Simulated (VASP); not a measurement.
# NiO (rock salt type) (Fm-3m) in VASP: notebook, part 2 of 2

VASP 6.6.1.

## 4. Single point, PBE

This run uses another cell than the first one, of 9.54 Å³/atom.

Contents of INCAR:

```
SYSTEM = NiO
  PREC = Accurate
  ENCUT = 520
  EDIFF = 1E-6
  ISMEAR = -1
  SIGMA = 0.06122561905347299
  LREAL = .FALSE.
  LASPH = .TRUE.
  NELM = 100
  ALGO = Normal
  ISIF = 2
  LWAVE = .FALSE.
  LCHARG = .FALSE.
  GGA = PE
  NBANDS = 15
```

Contents of KPOINTS:

```
Automatic mesh
0
G
  45 45 45
  0 0 0
```

Contents of POSCAR:

```
NiO
1.0
    0.0000000000      2.1206215836      2.1206215836
    2.1206215836      0.0000000000      2.1206215836
    2.1206215836      2.1206215836      0.0000000000
Ni O
1 1
Direct
    0.0000000000      0.0000000000      0.0000000000
    0.5000000000      0.5000000000      0.5000000000
```

Potentials or basis: VASP PAW PBE potentials, release 64 (Ni, O).

Run with:

```sh
$ cat potpaw_PBE.64/Ni/POTCAR potpaw_PBE.64/O/POTCAR > POTCAR
$ mpirun -np 1 vasp_std > vasp.out
```

OUTCAR:

```text
SYSTEM = NiO
   PREC = Accurate
   ENCUT = 520
   EDIFF = 1E-6
   ISMEAR = -1
   LREAL = .FALSE.
   LASPH = .TRUE.
   NELM = 100
   ISIF = 2
   GGA = PE

 ion  position               nearest neighbor table
   1  0.000  0.000  0.000-   2 2.12   2 2.12   2 2.12   2 2.12   2 2.12   2 2.12
   2  0.500  0.500  0.500-   1 2.12   1 2.12   1 2.12   1 2.12   1 2.12   1 2.12

  LATTYP: Found a face centered cubic cell.
 ALAT       =     4.2412431672

  Lattice vectors:

 A1 = (   0.0000000000,   2.1206215836,   2.1206215836)
 A2 = (   2.1206215836,   0.0000000000,   2.1206215836)
 A3 = (   2.1206215836,   2.1206215836,   0.0000000000)

Analysis of symmetry for initial positions (statically):
=====================================================================
 Subroutine PRICEL returns:
 Original cell was already a primitive cell.

 Routine SETGRP: Setting up the symmetry group for a
 face centered cubic supercell.

 Subroutine GETGRP returns: Found 48 space group operations
 (whereof 48 operations were pure point group operations)
 out of a pool of 48 trial point group operations.

The static configuration has the point symmetry O_h .

Analysis of symmetry for dynamics (positions and initial velocities):
=====================================================================
 Subroutine PRICEL returns:
 Original cell was already a primitive cell.

 Routine SETGRP: Setting up the symmetry group for a
 face centered cubic supercell.

 Subroutine GETGRP returns: Found 48 space group operations
 (whereof 48 operations were pure point group operations)
 out of a pool of 48 trial point group operations.

The dynamic configuration has the point symmetry O_h .

 Subroutine INISYM returns: Found 48 space group operations
 (whereof 48 operations are pure point group operations),
 and found     1 'primitive' translations

----------------------------------------------------------------------------------------

                                     Primitive cell

  volume of cell :      19.0730

  direct lattice vectors                    reciprocal lattice vectors
     0.000000000  2.120621584  2.120621584    -0.235779926  0.235779926  0.235779926
     2.120621584  0.000000000  2.120621584     0.235779926 -0.235779926  0.235779926
     2.120621584  2.120621584  0.000000000     0.235779926  0.235779926 -0.235779926

  length of vectors
     2.999011804  2.999011804  2.999011804     0.408382811  0.408382811  0.408382811

  position of ions in fractional coordinates (direct lattice)
     0.000000000  0.000000000  0.000000000
     0.500000000  0.500000000  0.500000000

  ion indices of the primitive-cell ions
   primitive index   ion index
                 1           1
                 2           2

----------------------------------------------------------------------------------------

 KPOINTS: Automatic mesh

Automatic generation of k-mesh.
 Grid dimensions read from file:
 generate k-points for:   45   45   45

 Generating k-lattice:

  Cartesian coordinates                     Fractional coordinates (reciprocal lattice)
    -0.005239554  0.005239554  0.005239554     0.022222222  0.000000000  0.000000000
     0.005239554 -0.005239554  0.005239554     0.000000000  0.022222222  0.000000000
     0.005239554  0.005239554 -0.005239554     0.000000000  0.000000000  0.022222222
[... 40 lines left out ...]
   number of dos      NEDOS =    301   number of ions     NIONS =      2
   total plane-waves  NPLWV =  13824
   dimension x,y,z NGX =    24 NGY =   24 NGZ =   24
   dimension x,y,z NGXF=    48 NGYF=   48 NGZF=   48
   ions per type =               1   1
   NGX,Y,Z   is equivalent  to a cutoff of  13.30, 13.30, 13.30 a.u.
   NGXF,Y,Z  is equivalent  to a cutoff of  26.61, 26.61, 26.61 a.u.
 SYSTEM =  NiO
   PREC   = accura    normal or accurate (medium, high low for compatibility)
   ISTART =      0    job   : 0-new  1-cont  2-samecut
   ICHARG =      2    charge: 1-file 2-atom 10-const
   ISPIN  =      1    spin polarized calculation?
   LNONCOLLINEAR =      F non collinear calculations
   LSORBIT =      F    spin-orbit coupling
   LASPH  =      T    aspherical Exc in radial PAW
   ENCUT  =  520.0 eV  38.22 Ry    6.18 a.u.   5.58  5.58  5.58*2*pi/ulx,y,z
   NELM   =    100;   NELMIN=  2; NELMDL= -5     # of ELM steps
   EDIFF  = 0.1E-05   stopping-criterion for ELM
   LREAL  =      F    real-space projection
   EDIFFG = 0.1E-04   stopping-criterion for IOM
   NSW    =      0    number of steps for IOM
   IBRION =     -1    ionic relax: 0-MD 1-quasi-New 2-CG
   NFREE  =      0    steps in history (QN), initial steepest desc. (CG)
   ISIF   =      2    stress and relaxation
   ISYM   =      2    0-nonsym 1-usesym 2-fastsym
   POTIM  = 0.5000    time-step for ionic-motion
   TEBEG  =    0.0;   TEEND  =   0.0 temperature during run
   PSTRESS=    0.0 pullay stress
   NELECT =      16.0000    total number of electrons
   NUPDOWN=      -1.0000    fix difference up-down
   EMIN   =  10.00;   EMAX   =-10.00  energy-range for DOS
   EFERMI =   0.00;   METHOD = LEGACY
   ISMEAR =    -1;   SIGMA  =   0.06  broadening in eV -4-tet -1-fermi 0-gaus
   EFERMI_NEDOS =   21; number of points for ismear=-14 and -15
   IALGO  =     38    algorithm
   IMIX   =      4    mixing-type and parameters
     AMIX     =   0.40;   BMIX     =  1.00
     AMIX_MAG =   1.60;   BMIX_MAG =  1.00
  volume/ion in A,a.u.               =       9.54        64.36
  Fermi-wavevector in a.u.,A,eV,Ry     =   1.543980  2.917699 32.434575  2.383874
  Thomas-Fermi vector in A             =   2.649566
   LORBIT       =      0    0 simple, 1 ext, 2 COOP (PROOUT), +10 PAW based schemes
   GGA     = PE    functional components
   LHFCALC =     F    Hartree Fock is set to
   AEXX    =    0.0000 exact exchange contribution
   IVDW    =     0    specifies the selected vdW correction
   LEPSILON=     F    determine dielectric tensor
   LRPA    =     F    only Hartree local field effects (RPA)
 non-spin polarized calculation
  energy-cutoff  :      520.00
  volume of cell :       19.07
 maximum number of plane-waves:       533
   NGX = 11   NGY = 11   NGZ = 11

 number of electron      16.0000016 magnetization

 Free energy of the ion-electron system (eV)
  ---------------------------------------------------
  ext. energy  EPLUGINS =         0.00000000
  ---------------------------------------------------
  free energy    TOTEN  =       -11.35525409 eV

  energy without entropy =      -11.33071441  energy(sigma->0) =      -11.34298425

 E-fermi :   7.1833     XC(G=0): -12.4173

 val. band max:        7.1829655599   @ k =   0.4889   0.2444   0.0444
 cond. band min:       7.1845519815   @ k =   0.3333   0.2222   0.0222
 fundamental gap:      0.0015864217
 Fermi energy:         7.1833285602

 k-point     1 :       0.0000    0.0000    0.0000
  band No.  band energies     occupation
      1     -12.8281      2.00000
      2       4.2734      2.00000
      3       4.2734      2.00000
      4       4.2734      2.00000
      5       5.4719      2.00000
      6       5.4719      2.00000
      7       5.4719      2.00000
      8       5.7626      2.00000
      9       5.7626      2.00000
     10       8.6113      0.00000
     11      24.9124      0.00000
     12      25.9695      0.00000
     13      25.9695      0.00000
     14      25.9695      0.00000
[... 401 lines left out ...]
      2       4.1753      2.00000
      3       4.2528      2.00000
      4       4.2528      2.00000
      5       5.4675      2.00000
      6       5.4938      2.00000
      7       5.4938      2.00000
      8       5.7643      2.00000
      9       5.8284      2.00000
     10       8.6619      0.00000
     11      24.6547      0.00000
     12      25.8868      0.00000
     13      25.8868      0.00000
     14      26.2641      0.00000
     15      28.7715      0.00000

 [... further k-points ...]

------------------------ aborting loop because EDIFF is reached ----------------------------------------

  FORCE on cell =-STRESS in cart. coord.  units (eV):
  Direction    XX          YY          ZZ          XY          YZ          ZX
  --------------------------------------------------------------------------------------
  -------------------------------------------------------------------------------------
  Total       -1.2202361     -1.2202361     -1.2202361      0.0000000      0.0000000      0.0000000
  in kB     -102.5026142   -102.5026142   -102.5026142      0.0000000      0.0000000      0.0000000
  external PRESSURE =    -102.5026142 kB  Pullay stress =       0.0000000 kB

 VOLUME and BASIS-vectors are now :
 -----------------------------------------------------------------------------
  energy-cutoff  :      520.00
  volume of cell :       19.07
      direct lattice vectors                 reciprocal lattice vectors
     0.000000000  2.120621584  2.120621584    -0.235779926  0.235779926  0.235779926
     2.120621584  0.000000000  2.120621584     0.235779926 -0.235779926  0.235779926
     2.120621584  2.120621584  0.000000000     0.235779926  0.235779926 -0.235779926

 POSITION                                       TOTAL-FORCE (eV/Angst)
 -----------------------------------------------------------------------------------
      0.00000      0.00000      0.00000         0.000000      0.000000     -0.000000
      2.12062      2.12062      2.12062         0.000000     -0.000000      0.000000
 -----------------------------------------------------------------------------------
    total drift:                                0.000000     -0.000000     -0.000000

  FREE ENERGIE OF THE ION-ELECTRON SYSTEM (eV)
  ---------------------------------------------------
  free  energy   TOTEN  =       -11.3552540939 eV

  energy  without entropy=      -11.3307144124  energy(sigma->0) =      -11.34298425
```

OSZICAR:

```text
N       E                     dE             d eps       ncg     rms          rms(c)
DAV:   1     0.782929193904E+02    0.78293E+02   -0.77023E+03 72279   0.135E+03
DAV:   2    -0.925762051222E+01   -0.87551E+02   -0.76749E+02 75826   0.258E+02
DAV:   3    -0.135791848898E+02   -0.43216E+01   -0.41969E+01 80760   0.617E+01
DAV:   4    -0.136188659307E+02   -0.39681E-01   -0.39662E-01 83923   0.582E+00
DAV:   5    -0.136197603825E+02   -0.89445E-03   -0.89444E-03 85635   0.897E-01    0.124E+01
DAV:   6    -0.132680789460E+02    0.35168E+00   -0.14509E+01 71414   0.701E+01    0.160E+01
DAV:   7    -0.114346321466E+02    0.18334E+01   -0.73153E+00 75973   0.645E+01    0.452E+00
DAV:   8    -0.113570306961E+02    0.77601E-01   -0.43735E-01 89547   0.111E+01    0.173E+00
DAV:   9    -0.113563380029E+02    0.69269E-03   -0.30529E-02 78786   0.202E+00    0.312E-01
DAV:  10    -0.113553238333E+02    0.10142E-02   -0.47679E-03 89245   0.152E+00    0.105E-01
DAV:  11    -0.113552831422E+02    0.40691E-04   -0.57613E-04101799   0.302E-01    0.688E-02
DAV:  12    -0.113552531506E+02    0.29992E-04   -0.69131E-05102156   0.139E-01    0.757E-03
DAV:  13    -0.113552540939E+02   -0.94332E-06   -0.52978E-06 84305   0.276E-02
   1 F= -.11355254E+02 E0= -.11342984E+02  d E =-.245397E-01
```

stdout:

```text
POSCAR found type information on POSCAR NiO
 POSCAR found :  2 types and       2 ions
 scaLAPACK will be used
 LDA part: xc-table for (Slater+PW92), standard interpolation
 POSCAR, INCAR and KPOINTS ok, starting setup
 FFT: planning ... GRIDC
 FFT: planning ... GRID_SOFT
 FFT: planning ... GRID
 WAVECAR not read
 entering main loop
```

Wall time 11 min (1 thread of Intel Xeon 8259CL, shared host); peak memory 0.73 GiB.

Results:

```
Free energy            : -11.3553 eV
Pressure               : -10.3 GPa
Band gap on the k mesh : zero (bands 8 and 9 overlap by 2.63 eV)
```

Caveat: the cell stands under tension; the run has no spin polarisation, though such a crystal can be magnetic; semilocal functionals often make such compounds metallic where correlation or magnetic order opens a gap, which also shifts bond lengths.

## 5. Overview

| cell | gap on the mesh (eV) | pressure (GPa) |
| --- | --- | --- |
| a = 2.902 Å, angles 60.0°, 2 atoms | none | 9.5 |
| a = 2.922 Å, angles 60.0°, 2 atoms | none | 4.6 |
| a = 2.999 Å, angles 60.0°, 2 atoms | none | -10.3 |

Alike in all rows: task single point; level PBE; potentials or basis VASP PAW PBE potentials, release 64 (Ni, O); no spin polarisation; k mesh 45 × 45 × 45; cutoff (eV) 520; smearing fermi-dirac 0.0612256 eV.

Caveats: the run has no spin polarisation, though such a crystal can be magnetic; semilocal functionals often make such compounds metallic where correlation or magnetic order opens a gap, which also shifts bond lengths; the cell stands under pressure (at least some runs); the cell stands under tension (at least some runs).

Absolute energies hang on the potentials; compare differences alone.
